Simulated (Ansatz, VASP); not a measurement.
## MgO in VASP and in Ansatz

INCAR

```
PREC = Accurate
ENCUT = 600
EDIFF = 1E-6
ISMEAR = 0
SIGMA = 0.01
LREAL = False
LASPH = True
NELM = 120
ALGO = Normal
ISIF = 2
LWAVE = False
LCHARG = False
GGA = RP
NBANDS = 11
GGA_COMPAT = False
```

The input KPOINTS:

```
Automatic mesh
0
Gamma
  8 8 8
```

The input POSCAR:

```
MgO
1.0
    0.0000000000      2.1085000000      2.1085000000
    2.1085000000      0.0000000000      2.1085000000
    2.1085000000      2.1085000000      0.0000000000
Mg O
1 1
Direct
    0.0000000000      0.0000000000      0.0000000000
    0.5000000000      0.5000000000      0.5000000000
```

Input for Ansatz:

```yaml
crystal:
  lattice:
    bravais: fcc
    a: 4.217
  space_group: 225
  atoms:
    - { symbol: Mg, position: [0.0, 0.0, 0.0] }
    - { symbol: O, position: [0.5, 0.0, 0.0] }
  reduce_to_primitive: true
basis:
  ecutwfc: 530.0
kpoints:
  mp_grid:
    grid: [8, 8, 8]
hamiltonian:
  xc: rpbe
scf:
  occupations:
    method: fixed
output:
  stress: true
  eigenvalues: true
```

Alike in both runs: task single point; functional RPBE; k mesh 8 × 8 × 8; no spin polarisation.

|  | VASP | Ansatz |
| --- | --- | --- |
| version | VASP 6.6.1 | Ansatz 0.2.0 |
| potentials or method | VASP PAW PBE potentials, release 64 (Mg, O), cutoff 600 eV | plane waves, PAW |
| occupations | gaussian, width 0.01 eV | fixed |
| valence electrons in the cell | 8 | 16 |

```tsv
	VASP	Ansatz	Ansatz less VASP
gap on the k mesh at the Fermi level (eV)	4.80	4.82	+0.025
pressure (GPa)	7.8	9.0	+1.25
```

VASP's potentials were made for PBE, not for RPBE. VASP's potentials hold 8 valence electrons a cell and Ansatz's 16, so a difference there can come from the potentials and not from the codes.
